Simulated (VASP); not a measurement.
Input of a VASP 6.6.1 run:

The input POSCAR:

```
KBr
1.0
    0.0000000000      3.3275161011      3.3275161011
    3.3275161011      0.0000000000      3.3275161011
    3.3275161011      3.3275161011      0.0000000000
K Br
1 1
Direct
    0.0000000000      0.0000000000      0.0000000000
    0.5000000000      0.5000000000      0.5000000000
```

The input INCAR.step1:

```
SYSTEM = KBr
  PREC = Accurate
  ENCUT = 520
  EDIFF = 1E-5
  ISMEAR = -1
  SIGMA = 0.05
  LREAL = .False.
  LASPH = .True.
  NELM = 60
  ALGO = Normal
  ISIF = 2
  LWAVE = .True.
  LCHARG = .False.
  NBANDS = 15
  GGA = PE
```

Contents of INCAR.step2:

```
SYSTEM = KBr
  PREC = Accurate
  ENCUT = 520
  EDIFF = 1E-6
  ISMEAR = -1
  SIGMA = 0.05
  LREAL = .False.
  LASPH = .True.
  NELM = 60
  ALGO = Normal
  ISIF = 2
  LWAVE = .False.
  LCHARG = .False.
  GGA = PE
  LHFCALC = .True.
  HFSCREEN = 0.2079
  PRECFOCK = Normal
  NBANDS = 15
  ISTART = 1
```

File KPOINTS:

```
regular mesh
0
Gamma
  4 4 4
  0 0 0
```

Potentials or basis: VASP PAW PBE potentials, release 64 (K_sv, Br).

Run with:

```sh
$ cat potpaw_PBE.64/K_sv/POTCAR potpaw_PBE.64/Br/POTCAR > POTCAR
$ cp INCAR.step1 INCAR
$ mpirun -np 1 vasp_std > vasp.out
$ cp INCAR.step2 INCAR
$ mpirun -np 1 vasp_std > vasp.out
```

Task: What does it give for the pressure?

Result: 0.1 GPa.

Task: What does it give for the band gap on the k mesh?

Result: 5.53 eV.

Caveat: the PAW data sets were made with another functional, which shifts forces and pressure a little.
